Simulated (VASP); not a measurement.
# SbTeS (P4/mmm) in VASP: notebook, part 2 of 2

VASP 6.6.1. The steps go on from the part before.

### Step 4. Relaxation of cell and atoms, PBE

This run uses another cell than the first one, of 29.95 Å³/atom, 1.004 times its volume.

INCAR reads:

```
SYSTEM = SbTeS
  PREC = Accurate
  ENCUT = 600
  EDIFF = 1E-6
  ISMEAR = 0
  SIGMA = 0.1
  LREAL = .False.
  LASPH = .True.
  NELM = 60
  ALGO = Normal
  ISIF = 3
  LWAVE = .False.
  LCHARG = .False.
  GGA = PE
  IBRION = 2
  NSW = 100
  EDIFFG = -0.01
```

KPOINTS reads:

```
Automatic mesh
0
Gamma
  12 12 8
  0 0 0
```

POSCAR reads:

```
SbTeS
1.0
    3.8116432066      0.0000000000      0.0000000000
    0.0000000000      3.8116432066      0.0000000000
    0.0000000000      0.0000000000      6.1841315872
Sb Te S
1 1 1
Direct
    0.5000000000      0.5000000000      0.5000000000
    0.5000000000      0.5000000000      0.0000000000
    0.0000000000      0.0000000000      0.0000000000
```

Potentials or basis: VASP PAW PBE potentials, release 64 (Sb, Te, S).

Started as:

```
> cat potpaw_PBE.64/Sb/POTCAR potpaw_PBE.64/Te/POTCAR potpaw_PBE.64/S/POTCAR > POTCAR
> mpirun -np 1 vasp_std > vasp.out
```

OUTCAR:

```text
SYSTEM = SbTeS
   PREC = Accurate
   ENCUT = 600
   EDIFF = 1E-6
   ISMEAR = 0
   LREAL = .False.
   LASPH = .True.
   NELM = 60
   ISIF = 3
   GGA = PE
   IBRION = 2
   NSW = 100
   EDIFFG = -0.01

 ion  position               nearest neighbor table
   1  0.500  0.500  0.500-   2 3.09   2 3.09
   2  0.500  0.500  0.000-   3 2.70   3 2.70   3 2.70   3 2.70   1 3.09   1 3.09
   3  0.000  0.000  0.000-   2 2.70   2 2.70   2 2.70   2 2.70

  LATTYP: Found a simple tetragonal cell.
 ALAT       =     3.8116432066
 C/A-ratio  =     1.6224319151

  Lattice vectors:

 A1 = (   3.8116432066,   0.0000000000,   0.0000000000)
 A2 = (   0.0000000000,   3.8116432066,   0.0000000000)
 A3 = (   0.0000000000,   0.0000000000,   6.1841315872)

Analysis of symmetry for initial positions (statically):
=====================================================================
 Subroutine PRICEL returns:
 Original cell was already a primitive cell.

 Routine SETGRP: Setting up the symmetry group for a
 simple tetragonal supercell.

 Subroutine GETGRP returns: Found 16 space group operations
[... 176 lines left out ...]
  Total       -0.3234452     -0.3234452      0.0533924      0.0000000      0.0000000     -0.0000000
  in kB       -5.7677718     -5.7677718      0.9521088      0.0000000      0.0000000     -0.0000000
  external PRESSURE =      -3.5278116 kB  Pullay stress =       0.0000000 kB
[... 172 lines left out ...]
--------------------------------------- Ionic step        6  -------------------------------------------

 number of electron      17.0000001 magnetization

 Free energy of the ion-electron system (eV)
  ---------------------------------------------------
  ext. energy  EPLUGINS =         0.00000000
  ---------------------------------------------------
  free energy    TOTEN  =       -10.28515090 eV

  energy without entropy =      -10.27471370  energy(sigma->0) =      -10.27993230

 E-fermi :   5.3626     XC(G=0):  -9.1058

 val. band max:        5.3563565688   @ k =   0.3333   0.0833   0.5000
 cond. band min:       5.3649247332   @ k =   0.3333   0.0000   0.2500
 fundamental gap:      0.0085681644
 Fermi energy:         5.3625891708

 k-point     1 :       0.0000    0.0000    0.0000
  band No.  band energies     occupation
      1      -9.7842      2.00000
      2      -4.1809      2.00000
      3      -2.5691      2.00000
      4      -0.3415      2.00000
      5       0.6782      2.00000
      6       0.6782      2.00000
      7       4.7204      2.00000
      8       7.1049      0.00000
      9       7.1049      0.00000
     10       8.3589      0.00000
     11       9.1492      0.00000
     12       9.1492      0.00000
[... 331 lines left out ...]
 k-point    24 :       0.4167    0.3333    0.0000
  band No.  band energies     occupation
      1      -7.6097      2.00000
      2      -6.2536      2.00000
      3      -2.2046      2.00000
      4      -1.2611      2.00000
      5      -0.2258      2.00000
      6       1.3738      2.00000
      7       3.2713      2.00000
      8       3.9853      2.00000
      9       4.7446      2.00000
     10       8.5690      0.00000
     11       9.1996      0.00000
     12       9.8907      0.00000

 [... further k-points ...]
[... 5 lines left out ...]
  --------------------------------------------------------------------------------------
  -------------------------------------------------------------------------------------
  Total       -0.0120636     -0.0120636      0.0194340      0.0000000     -0.0000000      0.0000000
  in kB       -0.2163881     -0.2163881      0.3485936      0.0000000     -0.0000000      0.0000000
  external PRESSURE =      -0.0280609 kB  Pullay stress =       0.0000000 kB
[... 18 lines left out ...]
  FREE ENERGIE OF THE ION-ELECTRON SYSTEM (eV)
  ---------------------------------------------------
  free  energy   TOTEN  =       -10.2851508993 eV

  energy  without entropy=      -10.2747137044  energy(sigma->0) =      -10.27993230

 reached required accuracy - stopping structural energy minimisation
```

OSZICAR:

```text
N       E                     dE             d eps       ncg     rms          rms(c)
DAV:   1     0.838382967239E+02    0.83838E+02   -0.63374E+03  3360   0.121E+03
DAV:   2    -0.344910850017E+01   -0.87287E+02   -0.83137E+02  4556   0.177E+02
DAV:   3    -0.104280347373E+02   -0.69789E+01   -0.66806E+01  4256   0.544E+01
[... 39 lines left out ...]
DAV:   2    -0.102852096021E+02    0.21623E-03   -0.72315E-04  3616   0.184E-01    0.360E-02
DAV:   3    -0.102851670394E+02    0.42563E-04   -0.89618E-05  3552   0.680E-02    0.188E-02
DAV:   4    -0.102851529813E+02    0.14058E-04   -0.25403E-05  3620   0.295E-02    0.677E-03
DAV:   5    -0.102851509612E+02    0.20201E-05   -0.38378E-06  3764   0.121E-02    0.704E-03
DAV:   6    -0.102851508993E+02    0.61873E-07   -0.12316E-07  1844   0.277E-03
   6 F= -.10285151E+02 E0= -.10279932E+02  d E =-.647683E-04
```

CONTCAR:

```text
SbTeS
   1.00000000000000
     3.7968267682693218   -0.0000000000000000   -0.0000000000000000
     0.0000000000000000    3.7968267682693218   -0.0000000000000000
    -0.0000000000000000    0.0000000000000000    6.1960046500701553
  Sb              Te              S
     1     1     1
Direct
     0.5000000000000000    0.5000000000000000    0.5000000000000000
     0.5000000000000000    0.5000000000000000    1.0000000000000000
     0.0000000000000000    1.0000000000000000    0.0000000000000000

  0.00000000E+00  0.00000000E+00  0.00000000E+00
  0.00000000E+00  0.00000000E+00  0.00000000E+00
  0.00000000E+00  0.00000000E+00  0.00000000E+00
```

Run time: 5.2 min. Hardware: 1 thread of Intel Xeon Platinum 8375C at 2.90GHz (Ice Lake), shared host; peak memory 0.39 GiB.

What came out:

```
Free energy                            : -10.2852 eV
Relaxed volume                         : 29.77 Å³/atom
Relaxed cell                           : a = 3.797 Å, b = 3.797 Å, c = 6.196 Å, α = 90.00°, β = 90.00°, γ = 90.00°
Space group after relaxing (to 0.05 Å) : P4/mmm (No. 123)
Energy gained by relaxing              : 0.5 meV/atom
Ionic steps                            : 6
Pressure after relaxing                : 0.0 GPa
```

Step by step:
| step | energy change (eV) | largest force (eV/Å) | pressure (GPa) | volume (Å³) |
| --- | --- | --- | --- | --- |
| 1 | 0.0000 | 0.0000 | -0.35 | 89.85 |
| 2 | -0.0012 | 0.0000 | 0.19 | 88.99 |
| 3 | -0.0013 | 0.0000 | 0.07 | 89.19 |
| 4 | -0.0013 | 0.0000 | 0.06 | 89.20 |
| 5 | -0.0013 | 0.0000 | 0.05 | 89.22 |
| 6 | -0.0014 | 0.0000 | 0.00 | 89.32 |

Final structure:
```
CELL_PARAMETERS angstrom
3.79683 0.00000 0.00000
0.00000 3.79683 0.00000
0.00000 0.00000 6.19600
ATOMIC_POSITIONS crystal
Sb 0.50000 0.50000 0.50000
Te 0.50000 0.50000 0.00000
S 0.00000 0.00000 0.00000
```

Levels at points of the mesh, in eV from the Fermi level:
```tsv
k point	band 7	band 8	band 9	band 10	band 11	band 12
(0.00, 0.00, 0.00)	-0.64	1.74	1.74	3.00	3.79	3.79
(0.50, 0.00, 0.00)	-2.54	-1.39	-1.15	-0.78	2.67	4.18
(0.50, 0.50, 0.00)	-1.98	-1.30	-1.30	3.43	3.43	4.16
(0.00, 0.00, 0.50)	-0.85	0.45	1.60	1.60	3.10	3.54
(0.50, 0.00, 0.50)	-1.42	-1.29	-1.19	-0.91	0.36	2.31
(0.50, 0.50, 0.50)	-1.67	-1.67	-0.68	0.62	4.83	4.83
```

Caveat: spin-orbit coupling is left out, which moves the levels of the heavy elements.
